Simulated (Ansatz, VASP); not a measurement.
## Two plane-wave programs on SiC

File INCAR:

```
PREC = Accurate ; ENCUT = 600
EDIFF = 1E-6 ; ISMEAR = 0
SIGMA = 0.01 ; LREAL = False
LASPH = True ; NELM = 100
ALGO = Normal ; ISIF = 3
LWAVE = False ; LCHARG = False
GGA = PS ; IBRION = 2
NSW = 80 ; EDIFFG = -0.02
```

The input KPOINTS:

```
Automatic mesh
0
Gamma
  6 6 4
```

Contents of POSCAR:

```
SiC
1.0
    3.0760000000      0.0000000000      0.0000000000
   -1.5380000000      2.6638940000      0.0000000000
    0.0000000000      0.0000000000      5.0480000000
Si C
2 2
Direct
    0.3333333333      0.6666666667      0.0000000000
    0.6666666667      0.3333333333      0.5000000000
    0.3333333333      0.6666666667      0.3850000000
    0.6666666667      0.3333333333      0.8850000000
```

Input for Ansatz:

```yaml
crystal:
  lattice:
    - [3.076, 0.0, 0.0]
    - [-1.538, 2.663894, 0.0]
    - [0.0, 0.0, 5.048]
  atoms:
    - { symbol: Si, position: [0.3333333333333333, 0.6666666666666666, 0.0] }
    - { symbol: Si, position: [0.6666666666666666, 0.3333333333333333, 0.5] }
    - { symbol: C, position: [0.3333333333333333, 0.6666666666666666, 0.385] }
    - { symbol: C, position: [0.6666666666666666, 0.3333333333333333, 0.885] }
kpoints:
  mp_grid:
    grid: [6, 6, 4]
hamiltonian:
  xc: pbesol
  dispersion: none
scf:
  occupations:
    method: fixed
relax:
  f_tol: 0.02
  cell: {}
```

Alike in both runs: task relaxation of cell and atoms; functional PBEsol; k mesh 6 × 6 × 4; no spin polarisation.

|  | VASP | Ansatz |
| --- | --- | --- |
| version | VASP 6.6.1 | Ansatz 0.2.0 |
| potentials or method | VASP PAW PBE potentials, release 64 (Si, C) | plane waves, PAW |
| plane-wave cutoff (eV) | 600 | 420 |
| occupations | gaussian, width 0.01 eV | fixed |
| valence electrons in the cell | 16 | 16 |

VASP gave:

| Item | Value |
| --- | --- |
| relaxed volume (Å³/atom) | 10.34 |
| relaxed cell length with the largest relative difference (Å) | 3.077 |

Problem. Which values does Ansatz return?

Solution. Relaxed volume (Å³/atom): 10.34; relaxed cell length with the largest relative difference (Å): 3.076.

VASP's potentials were made for PBE, not for PBEsol.
